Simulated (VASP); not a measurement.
Input of a VASP 6.6.1 run:

File INCAR:

```
  ALGO = Normal
  EDIFF = 1E-6
  ENCUT = 520
  GGA = PS
  ISIF = 2
  ISMEAR = 0
  LASPH = True
  LCHARG = False
  LREAL = False
  LWAVE = False
  NBANDS = 11
  NELM = 80
  PREC = Accurate
  SIGMA = 0.03
```

File KPOINTS:

```
k-points
0
Gamma
  10 10 10
```

POSCAR

```
Sr
1.0
    0.0000000000      3.0423500000      3.1640440000
    3.0423500000      0.0000000000      3.1640440000
    3.0423500000      3.0423500000      0.0000000000
Sr
1
Direct
    0.0000000000      0.0000000000      0.0000000000
```

Potentials or basis: VASP PAW PBE potentials, release 64 (Sr_sv).

The run is started by

```bash
$ cat potpaw_PBE.64/Sr_sv/POTCAR > POTCAR
$ mpirun -np 1 vasp_std > vasp.out
```

Q: Predict the pressure.

A: -1.2 GPa.

Q: Predict the band gap on the k mesh.

A: Zero (bands 5 and 6 overlap by 0.07 eV).

Stress tensor (GPa, compression positive):
```
-1.15  0.00  0.00
 0.00 -1.15  0.00
 0.00  0.00 -1.30
```

Caveat: the cell differs from its parent crystal (strain +0.000 along x and y, +0.040 along z); the PAW data sets were made with another functional, which shifts forces and pressure a little.
